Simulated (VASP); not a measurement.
Wanted: the native input for a VASP 6.6.1 run.

- Task: single point
- Functional: LDA
- Potentials or basis: VASP PAW LDA potentials, release 64 (Sr_sv, Ga_d, Si)
- Cutoff: 500 eV
- k mesh: 9 × 9 × 7
- Occupations: fermi-dirac, width 0.1 eV
- Spin: no spin polarisation
- Dipole correction: no
- Further INCAR settings: ALGO = Normal; EDIFF = 1e-06; NBANDS = 20

The structure of SrGaSi lies in POSCAR:

```
SrGaSi
1.0
    4.1795770000      0.0000000000      0.0000000000
   -2.0897885000      3.6196198591      0.0000000000
    0.0000000000      0.0000000000      4.7358170000
Sr Ga Si
1 1 1
Direct
    0.0000000000      0.0000000000      0.0000000000
    0.3333333333      0.6666666667      0.5000000000
    0.6666666667      0.3333333333      0.5000000000
```

The input as run:

INCAR

```
PREC = Accurate
ENCUT = 500
EDIFF = 1E-6
ISMEAR = -1
SIGMA = 0.1
LREAL = False
LASPH = True
NELM = 120
ALGO = Normal
ISIF = 2
LWAVE = False
LCHARG = False
NBANDS = 20
GGA_COMPAT = False
```

KPOINTS

```
regular mesh
0
Gamma
  9 9 7
```

Potentials or basis: VASP PAW LDA potentials, release 64 (Sr_sv, Ga_d, Si).

Launch:

```sh
$ cat potpaw_LDA.64/Sr_sv/POTCAR potpaw_LDA.64/Ga_d/POTCAR potpaw_LDA.64/Si/POTCAR > POTCAR
$ mpirun -np 1 vasp_std > vasp.out
```

It gave:

```yaml
Pressure: -3.1 GPa
Band_gap_on_the_k_mesh: zero (an odd number of electrons rules out a gap without spin polarisation)
```

Caveat: the cell stands under tension.

Run time: 42 s on 1 thread of Intel(R) Xeon(R) Platinum 8259CL CPU @ 2.50GHz (Skylake/Cascade Lake), with other jobs on the host, peak memory 0.21 GiB.
